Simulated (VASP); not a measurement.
## TaN: single point with r2SCAN

TaN:

```
Ta N
1.0
     0.00000    2.35756    2.35756
     2.35756    0.00000    2.35756
     2.35756    2.35756    0.00000
Ta N
1 1
Direct
  0.00000 0.00000 0.00000
  0.25000 0.25000 0.25000
```

| Item | Value |
| --- | --- |
| Program | VASP 6.6.1 |
| Task | single point |
| Functional | r2SCAN |
| Potentials or basis | VASP PAW PBE potentials, release 64 (Ta_pv, N) |
| Cutoff | 660 eV |
| k mesh | 12 × 12 × 12 |
| Occupations | gaussian, width 0.05 eV |
| Spin | collinear spin, ferromagnetic start |
| Starting moments | [0.05, 0.0] μB |
| Dipole correction | no |
| Further INCAR settings | ALGO = Normal; EDIFF = 1e-06; NBANDS = 19 |

```
Pressure                                              : 4.3 GPa
Band gap on the k mesh                                : zero (filled and empty bands overlap)
Net moment                                            : 0.00 μB per cell
Valence electrons inside the program's atomic spheres : Ta 8.97; N 3.83
```

Levels at points of the mesh, in eV from the Fermi level:
Spin up:
| k point | band 4 | band 5 | band 6 | band 7 | band 8 | band 9 | band 10 | band 11 | band 12 | band 13 |
| --- | --- | --- | --- | --- | --- | --- | --- | --- | --- | --- |
| (0.00, 0.00, 0.00) | -18.93 | -7.65 | -7.65 | -7.65 | -1.22 | 0.50 | 0.50 | 6.00 | 6.00 | 6.00 |
| (0.50, 0.00, 0.00) | -17.71 | -7.57 | -6.92 | -6.92 | 0.27 | 1.20 | 1.20 | 4.17 | 4.17 | 4.27 |
| (0.50, 0.50, 0.00) | -17.30 | -8.99 | -5.32 | -5.32 | -2.75 | 1.14 | 2.36 | 3.16 | 3.16 | 9.73 |
Spin down:
```
           k point  band 5  band 6  band 7  band 8  band 9  band 10  band 11  band 12
(0.00, 0.00, 0.00)   -7.65   -7.65   -7.65   -1.22    0.50     0.50     6.00     6.00
(0.50, 0.00, 0.00)   -7.57   -6.92   -6.92    0.27    1.20     1.20     4.17     4.17
(0.50, 0.50, 0.00)   -8.99   -5.32   -5.32   -2.75    1.14     2.36     3.16     3.16
```

It took 7.1 min on 1 thread of Intel(R) Xeon(R) Platinum 8375C CPU @ 2.90GHz (Ice Lake), on a shared host, peak memory 0.24 GiB.

Caveat: the PAW data sets were made with another functional, which shifts forces and pressure a little; spin-orbit coupling is left out, which moves the levels of the heavy elements.
